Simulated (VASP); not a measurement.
# ZnS (F-43m) in VASP: further runs, part 2 of 2

VASP 6.6.1.

## 3. Elastic constants, PBEsol

This run uses another cell than the first one, of 19.20 Å³/atom.

Input file INCAR:

```
PREC     = Accurate       # precision mode
ENCUT    = 600            # plane-wave cutoff, eV
EDIFF    = 1E-8           # SCF threshold, eV
ISMEAR   = 0              # smearing method
SIGMA    = 0.01           # smearing width, eV
LREAL    = F              # projectors in reciprocal space
LASPH    = T              # aspherical terms in the spheres
NELM     = 80             # most SCF steps
ALGO     = Normal         # electronic algorithm
ISIF     = 3              # what is computed and relaxed
LWAVE    = F              # write WAVECAR
LCHARG   = F              # write CHGCAR
GGA      = PS             # functional
NBANDS   = 16             # bands
IBRION   = 6              # ionic algorithm
NFREE    = 2            
POTIM    = 0.015          # step
NSW      = 1              # ionic steps
```

Input file KPOINTS:

```
Automatic mesh
0
Gamma
  8 8 8
```

Input file POSCAR:

```
ZnS
1.0
    0.0000000000      2.6777714182      2.6777714182
    2.6777714182      0.0000000000      2.6777714182
    2.6777714182      2.6777714182      0.0000000000
Zn S
1 1
Direct
    0.7500000000      0.7500000000      0.7500000000
    0.0000000000      0.0000000000      0.0000000000
```

Potentials or basis: VASP PAW PBE potentials, release 64 (Zn, S).

On the command line:

```
cat potpaw_PBE.64/Zn/POTCAR potpaw_PBE.64/S/POTCAR > POTCAR
mpirun -np 1 vasp_std > vasp.out
```

OUTCAR:

```text
PREC = Accurate
   ENCUT = 600
   EDIFF = 1E-8
   ISMEAR = 0
   LREAL = F
   LASPH = T
   NELM = 80
   ISIF = 3
   GGA = PS
   IBRION = 6
   NFREE = 2
   POTIM = 0.015
   NSW = 1

 ion  position               nearest neighbor table
   1  0.750  0.750  0.750-   2 2.32   2 2.32   2 2.32   2 2.32
   2  0.000  0.000  0.000-   1 2.32   1 2.32   1 2.32   1 2.32

  LATTYP: Found a face centered cubic cell.
 ALAT       =     5.3555428364

  Lattice vectors:

 A1 = (   0.0000000000,   2.6777714182,   2.6777714182)
 A2 = (   2.6777714182,   0.0000000000,   2.6777714182)
 A3 = (   2.6777714182,   2.6777714182,   0.0000000000)

Analysis of symmetry for initial positions (statically):
=====================================================================
 Subroutine PRICEL returns:
 Original cell was already a primitive cell.

 Routine SETGRP: Setting up the symmetry group for a
 face centered cubic supercell.

 Subroutine GETGRP returns: Found 24 space group operations
 (whereof 24 operations were pure point group operations)
 out of a pool of 48 trial point group operations.

The static configuration has the point symmetry T_d .

Analysis of symmetry for dynamics (positions and initial velocities):
=====================================================================
 Subroutine PRICEL returns:
 Original cell was already a primitive cell.

 Routine SETGRP: Setting up the symmetry group for a
 face centered cubic supercell.

 Subroutine GETGRP returns: Found 24 space group operations
 (whereof 24 operations were pure point group operations)
 out of a pool of 48 trial point group operations.

The dynamic configuration has the point symmetry T_d .

 Subroutine INISYM returns: Found 24 space group operations
 (whereof 24 operations are pure point group operations),
 and found     1 'primitive' translations

----------------------------------------------------------------------------------------

                                     Primitive cell

  volume of cell :      38.4017

  direct lattice vectors                    reciprocal lattice vectors
     0.000000000  2.677771418  2.677771418    -0.186722435  0.186722435  0.186722435
     2.677771418  0.000000000  2.677771418     0.186722435 -0.186722435  0.186722435
     2.677771418  2.677771418  0.000000000     0.186722435  0.186722435 -0.186722435

  length of vectors
     3.786940657  3.786940657  3.786940657     0.323412745  0.323412745  0.323412745

  position of ions in fractional coordinates (direct lattice)
     0.750000000  0.750000000  0.750000000
     0.000000000  0.000000000  0.000000000

  ion indices of the primitive-cell ions
   primitive index   ion index
                 1           1
                 2           2

----------------------------------------------------------------------------------------

 KPOINTS: Automatic mesh

[... 219 lines left out ...]

  energy  without entropy=       -7.5848912680  energy(sigma->0) =       -7.58489127

 E-fermi :   2.5496     XC(G=0): -10.0489

 val. band max:        2.4515715786   @ k =   0.0000   0.0000   0.0000
 cond. band min:       4.5773164217   @ k =   0.0000   0.0000   0.0000
 fundamental gap:      2.1257448431
 Fermi energy:         2.5495713255

 k-point     1 :       0.0000    0.0000    0.0000
  band No.  band energies     occupation
      1     -11.0431      2.00000
      2      -4.1391      2.00000
      3      -4.1391      2.00000
      4      -4.1299      2.00000
      5      -3.5893      2.00000
      6      -3.5834      2.00000
[... 435 lines left out ...]
      5      -3.5751      2.00000
      6      -3.2927      2.00000
[... 8 lines left out ...]
     15      15.9352      0.00000
     16      16.9006      0.00000

 [... further k-points ...]

[... ionic steps 4 to 14 ...]

--------------------------------------- Ionic step       15  -------------------------------------------

 number of electron      18.0000005 magnetization

------------------------ aborting loop because EDIFF is reached ----------------------------------------
[... 67 lines left out ...]
--------------------------------------- Ionic step       17  -------------------------------------------

 number of electron      18.0000009 magnetization

 Free energy of the ion-electron system (eV)
  ---------------------------------------------------
  ext. energy  EPLUGINS =         0.00000000
  ---------------------------------------------------
  free energy    TOTEN  =        -7.58800388 eV

  energy without entropy =       -7.58800388  energy(sigma->0) =       -7.58800388

 E-fermi :   2.3208     XC(G=0):  -9.9769

 val. band max:        2.2820508410   @ k =   0.0000   0.0000   0.0000
 cond. band min:       4.3648577514   @ k =   0.0000   0.0000   0.0000
 fundamental gap:      2.0828069104
 Fermi energy:         2.3208481373

 k-point     1 :       0.0000    0.0000    0.0000
  band No.  band energies     occupation
      1     -11.0791      2.00000
      2      -4.2284      2.00000
      3      -4.2165      2.00000
      4      -4.2045      2.00000
      5      -3.6849      2.00000
      6      -3.6848      2.00000
[... 476 lines left out ...]
  FREE ENERGIE OF THE ION-ELECTRON SYSTEM (eV)
  ---------------------------------------------------
  free  energy   TOTEN  =        -7.5880038753 eV

  energy  without entropy=       -7.5880038753  energy(sigma->0) =       -7.58800388

 INTERNAL STRAIN TENSORS FROM STRAINED CELLS
 ============================================

 INTERNAL STRAIN TENSOR FOR ION    1 for displacements in x,y,z  (eV/Angst):
          X           Y           Z          XY          YZ          ZX
  --------------------------------------------------------------------------------
  x     0.00000    -0.00000    -0.00000    -0.00000     6.18659     0.00000
  y     0.00000     0.00000    -0.00000    -0.00000     0.00000     6.18742
  z     0.00000     0.00000    -0.00000     6.18743    -0.00000     0.00000

 INTERNAL STRAIN TENSORS FROM DISPLACED ATOMS
 ============================================

 INTERNAL STRAIN TENSOR FOR ION    1 for displacements in x,y,z  (eV/Angst):
          X           Y           Z          XY          YZ          ZX
  --------------------------------------------------------------------------------
  x     0.00000     0.00000     0.00000     0.00000     6.19014     0.00000
  y     0.00000    -0.00000     0.00000     0.00000     0.00000     6.19014
  z     0.00000     0.00000     0.00000     6.19014     0.00000     0.00000

 INTERNAL STRAIN TENSOR FOR ION    2 for displacements in x,y,z  (eV/Angst):
          X           Y           Z          XY          YZ          ZX
  --------------------------------------------------------------------------------
  x     0.00000    -0.00000    -0.00000     0.00000    -6.19290     0.00000
  y     0.00000     0.00000     0.00000     0.00000     0.00000    -6.19290
  z    -0.00000    -0.00000     0.00000    -6.19290     0.00000     0.00000

 Eigenvectors and eigenvalues of the dynamical matrix
 ----------------------------------------------------

   1 f  =    8.392384 THz    52.730904 2PiTHz  279.939797 cm-1    34.708096 meV
             X         Y         Z           dx          dy          dz
      4.016657  4.016657  4.016657     0.000000    0.000000   -0.574277
      0.000000  0.000000  0.000000     0.000000    0.000000    0.818661
[... 21 lines left out ...]
   6 f/i=    0.006821 THz     0.042856 2PiTHz    0.227516 cm-1     0.028208 meV
             X         Y         Z           dx          dy          dz
      4.016657  4.016657  4.016657    -0.152686    0.804296    0.000000
      0.000000  0.000000  0.000000    -0.107107    0.564201    0.000000

--------------------------------------------------------------------------------------------------------

 ELASTIC MODULI CONTR FROM IONIC RELAXATION (kBar)
 Direction    XX          YY          ZZ          XY          YZ          ZX
 --------------------------------------------------------------------------------
 XX          -0.0000     -0.0000     -0.0000     -0.0000     -0.0000      0.0000
 YY          -0.0000     -0.0000     -0.0000     -0.0000     -0.0000      0.0000
 ZZ          -0.0000     -0.0000     -0.0000     -0.0000     -0.0000      0.0000
 XY          -0.0000     -0.0000     -0.0000   -257.7986      0.0000      0.0000
 YZ          -0.0000     -0.0000     -0.0000      0.0000   -257.7986     -0.0000
 ZX           0.0000      0.0000      0.0000      0.0000     -0.0000   -257.7986
 --------------------------------------------------------------------------------

 TOTAL ELASTIC MODULI (kBar)
 Direction    XX          YY          ZZ          XY          YZ          ZX
 --------------------------------------------------------------------------------
 XX        1078.0028    657.3314    657.3314     -0.0000     -0.0000      0.0000
 YY         657.3314   1078.0028    657.3314      0.0000     -0.0000      0.0000
 ZZ         657.3314    657.3314   1078.0028     -0.0000     -0.0000     -0.0000
 XY          -0.0000      0.0000     -0.0000    484.6316      0.0000      0.0000
 YZ          -0.0000     -0.0000     -0.0000      0.0000    484.6316     -0.0000
 ZX           0.0000      0.0000     -0.0000      0.0000     -0.0000    484.6316
 --------------------------------------------------------------------------------
```

Run time: 9.2 min. Hardware: 1 thread of Intel Xeon 6975P-C (Granite Rapids), shared host; peak memory 0.33 GiB.

What came out:

```
Elastic constants C11, C12, C44                         : 108, 66, 48 GPa
Voigt bulk modulus                                      : 80 GPa
Highest phonon frequency at Γ, LO-TO splitting left out : 280 cm⁻¹
```

Phonon frequencies in cm⁻¹ (negative: imaginary):
| q point | frequencies |
| --- | --- |
| (0.000, 0.000, 0.000) | 0 0 0 280 280 280 |

Elastic tensor in Voigt notation (GPa, in the Cartesian axes of the cell as first typed):
```
108  66  66   0   0   0
 66 108  66   0   0   0
 66  66 108   0   0   0
  0   0   0  48   0   0
  0   0   0   0  48   0
  0   0   0   0   0  48
```

Clamped-ion elastic tensor (GPa):
```
108  66  66   0   0   0
 66 108  66   0   0   0
 66  66 108   0   0   0
  0   0   0  74   0   0
  0   0   0   0  74   0
  0   0   0   0   0  74
```

Caveat: the PAW data sets were made with another functional, which shifts forces and pressure a little.

## 4. Elastic constants, PBEsol

This run uses another cell than the first one, of 19.20 Å³/atom.

Input file INCAR:

```
SYSTEM = ZnS
ALGO     = Normal         ! electronic algorithm
EDIFF    = 1E-8           ! SCF threshold, eV
ENCUT    = 600            ! plane-wave cutoff, eV
GGA      = PS             ! functional
IBRION   = 6              ! ionic algorithm
ISIF     = 3              ! what is computed and relaxed
ISMEAR   = 0              ! smearing method
LASPH    = .True.         ! aspherical terms in the spheres
LCHARG   = .False.        ! write CHGCAR
LREAL    = .False.        ! projectors in reciprocal space
LWAVE    = .False.        ! write WAVECAR
NBANDS   = 16             ! bands
NELM     = 80             ! most SCF steps
NFREE    = 2            
NSW      = 1              ! ionic steps
POTIM    = 0.015          ! step
PREC     = Accurate       ! precision mode
SIGMA    = 0.01           ! smearing width, eV
```

Input file KPOINTS:

```
k-points
0
Gamma
  8 8 8
  0 0 0
```

POSCAR is that of step 3.

Potentials or basis: VASP PAW PBE potentials, release 64 (Zn, S).

On the command line:

```
cat potpaw_PBE.64/Zn/POTCAR potpaw_PBE.64/S/POTCAR > POTCAR
mpirun -np 1 vasp_std > vasp.out
```

OUTCAR:

```text
SYSTEM = ZnS
   EDIFF = 1E-8
   ENCUT = 600
   GGA = PS
   IBRION = 6
   ISIF = 3
   ISMEAR = 0
   LASPH = .True.
   LREAL = .False.
   NELM = 80
   NFREE = 2
   NSW = 1
   POTIM = 0.015
   PREC = Accurate

 ion  position               nearest neighbor table
   1  0.750  0.750  0.750-   2 2.32   2 2.32   2 2.32   2 2.32
   2  0.000  0.000  0.000-   1 2.32   1 2.32   1 2.32   1 2.32

  LATTYP: Found a face centered cubic cell.
 ALAT       =     5.3555428364

  Lattice vectors:

 A1 = (   0.0000000000,   2.6777714182,   2.6777714182)
 A2 = (   2.6777714182,   0.0000000000,   2.6777714182)
 A3 = (   2.6777714182,   2.6777714182,   0.0000000000)
[... 1344 lines left out ...]
          X           Y           Z          XY          YZ          ZX
  --------------------------------------------------------------------------------
  x     0.00000     0.00000     0.00000     0.00000     6.19014     0.00000
  y     0.00000    -0.00000     0.00000     0.00000     0.00000     6.19014
  z     0.00000     0.00000     0.00000     6.19014     0.00000     0.00000

 INTERNAL STRAIN TENSOR FOR ION    2 for displacements in x,y,z  (eV/Angst):
          X           Y           Z          XY          YZ          ZX
  --------------------------------------------------------------------------------
  x     0.00000    -0.00000    -0.00000     0.00000    -6.19290     0.00000
  y     0.00000     0.00000     0.00000     0.00000     0.00000    -6.19290
  z    -0.00000    -0.00000     0.00000    -6.19290     0.00000     0.00000

 Eigenvectors and eigenvalues of the dynamical matrix
 ----------------------------------------------------

   1 f  =    8.392384 THz    52.730904 2PiTHz  279.939797 cm-1    34.708096 meV
             X         Y         Z           dx          dy          dz
      4.016657  4.016657  4.016657     0.000000    0.000000   -0.574277
      0.000000  0.000000  0.000000     0.000000    0.000000    0.818661
[... 21 lines left out ...]
   6 f/i=    0.006821 THz     0.042856 2PiTHz    0.227516 cm-1     0.028208 meV
             X         Y         Z           dx          dy          dz
      4.016657  4.016657  4.016657    -0.152686    0.804296    0.000000
      0.000000  0.000000  0.000000    -0.107107    0.564201    0.000000

--------------------------------------------------------------------------------------------------------

 ELASTIC MODULI CONTR FROM IONIC RELAXATION (kBar)
 Direction    XX          YY          ZZ          XY          YZ          ZX
 --------------------------------------------------------------------------------
 XX          -0.0000     -0.0000     -0.0000     -0.0000     -0.0000      0.0000
 YY          -0.0000     -0.0000     -0.0000     -0.0000     -0.0000      0.0000
 ZZ          -0.0000     -0.0000     -0.0000     -0.0000     -0.0000      0.0000
 XY          -0.0000     -0.0000     -0.0000   -257.7986      0.0000      0.0000
 YZ          -0.0000     -0.0000     -0.0000      0.0000   -257.7986     -0.0000
 ZX           0.0000      0.0000      0.0000      0.0000     -0.0000   -257.7986
 --------------------------------------------------------------------------------

 TOTAL ELASTIC MODULI (kBar)
 Direction    XX          YY          ZZ          XY          YZ          ZX
 --------------------------------------------------------------------------------
 XX        1078.0028    657.3314    657.3314     -0.0000     -0.0000      0.0000
 YY         657.3314   1078.0028    657.3314      0.0000     -0.0000      0.0000
 ZZ         657.3314    657.3314   1078.0028     -0.0000     -0.0000     -0.0000
 XY          -0.0000      0.0000     -0.0000    484.6316      0.0000      0.0000
 YZ          -0.0000     -0.0000     -0.0000      0.0000    484.6316     -0.0000
 ZX           0.0000      0.0000     -0.0000      0.0000     -0.0000    484.6316
 --------------------------------------------------------------------------------
```

OSZICAR:

```text
N       E                     dE             d eps       ncg     rms          rms(c)
DAV:   1     0.858813989475E+02    0.85881E+02   -0.93764E+03   928   0.147E+03
DAV:   2    -0.257473034264E+01   -0.88456E+02   -0.82935E+02  1064   0.279E+02
[... 207 lines left out ...]
DAV:   2    -0.758813366227E+01   -0.39068E-02   -0.41617E-02  3720   0.133E+00    0.114E-01
DAV:   3    -0.758802216407E+01    0.11150E-03   -0.33371E-04  3768   0.159E-01    0.605E-02
DAV:   4    -0.758800403293E+01    0.18131E-04   -0.11916E-04  3640   0.821E-02    0.154E-02
DAV:   5    -0.758800383488E+01    0.19805E-06   -0.27708E-05  3432   0.407E-02    0.143E-02
DAV:   6    -0.758800388799E+01   -0.53109E-07   -0.13991E-06  3896   0.941E-03    0.795E-03
DAV:   7    -0.758800387654E+01    0.11446E-07   -0.16053E-07  3792   0.386E-03    0.551E-04
DAV:   8    -0.758800387533E+01    0.12087E-08   -0.22713E-08  3464   0.147E-03
  17 F= -.75880039E+01 E0= -.75880039E+01  d E =-.319911E-11
```

stdout:

```text
POSCAR found type information on POSCAR ZnS
 POSCAR found :  2 types and       2 ions
 scaLAPACK will be used
 -----------------------------------------------------------------------------
|                                                                             |
|                                                                             |
|     You enforced a specific xc type in the INCAR file but a different       |
|     I HOPE YOU KNOW WHAT YOU ARE DOING!                                     |
[... 32 lines left out ...]
 Finite differences progress:
 bond charge predicted
 Finite differences progress:
 bond charge predicted
 Finite differences progress:
 bond charge predicted
 Finite differences progress:
 bond charge predicted
 Finite differences progress:
 bond charge predicted
 Finite differences progress:
 bond charge predicted
 Finite differences progress:
```

Run time: 10 min. Hardware: 1 thread of Intel Xeon 6975P-C (Granite Rapids), shared host; peak memory 0.33 GiB.

What came out:

```
Elastic constants C11, C12, C44                         : 108, 66, 48 GPa
Voigt bulk modulus                                      : 80 GPa
Highest phonon frequency at Γ, LO-TO splitting left out : 280 cm⁻¹
```

Phonon frequencies in cm⁻¹ (negative: imaginary):
| q point | frequencies |
| --- | --- |
| (0.000, 0.000, 0.000) | 0 0 0 280 280 280 |

Elastic tensor in Voigt notation (GPa, in the Cartesian axes of the cell as first typed):
```
108  66  66   0   0   0
 66 108  66   0   0   0
 66  66 108   0   0   0
  0   0   0  48   0   0
  0   0   0   0  48   0
  0   0   0   0   0  48
```

Clamped-ion elastic tensor (GPa):
```
108  66  66   0   0   0
 66 108  66   0   0   0
 66  66 108   0   0   0
  0   0   0  74   0   0
  0   0   0   0  74   0
  0   0   0   0   0  74
```

Caveat: the PAW data sets were made with another functional, which shifts forces and pressure a little.
